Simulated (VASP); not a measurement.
Input of a VASP 6.6.1 run:

File INCAR:

```
SYSTEM = TaS2
ALGO = Normal ; EDIFF = 1E-6
ENCUT = 500 ; GGA = PS
GGA_COMPAT = .False. ; ISIF = 2
ISMEAR = -1 ; LASPH = .True.
LCHARG = .True. ; LELF = .True.
LREAL = .False. ; LVHAR = .True.
LWAVE = .False. ; NBANDS = 18
NELM = 120 ; PREC = Accurate
SIGMA = 0.05
```

The input KPOINTS:

```
k-points
0
Gamma
  12 12 6
  0 0 0
```

Contents of POSCAR:

```
TaS2
1.0
    3.3186689283      0.0000000000      0.0000000000
   -1.6593344641      2.8740515986      0.0000000000
    0.0000000000      0.0000000000      5.9359271742
Ta S
1 2
Direct
    0.0000000000      0.0000000000      0.0000000000
    0.3333333333      0.6666666667      0.2595138028
    0.6666666667      0.3333333333      0.7404861972
```

Potentials or basis: VASP PAW PBE potentials, release 64 (Ta_pv, S).

Run with:

```console
$ cat potpaw_PBE.64/Ta_pv/POTCAR potpaw_PBE.64/S/POTCAR > POTCAR
$ mpirun -np 1 vasp_std > vasp.out
```

(1) Estimate the pressure.

(2) What does it give for the largest force?

(3) What does it give for the band gap on the k mesh?

## Answers

(1) 0.1 GPa.

(2) 0.017 eV/Å.

(3) zero (an odd number of electrons rules out a gap without spin polarisation).

Caveat: the PAW data sets were made with another functional, which shifts forces and pressure a little; spin-orbit coupling is left out, which moves the levels of the heavy elements; this functional lacks dispersion, which binds layers or chains, so the pressure and a relaxed spacing across them are unreliable.
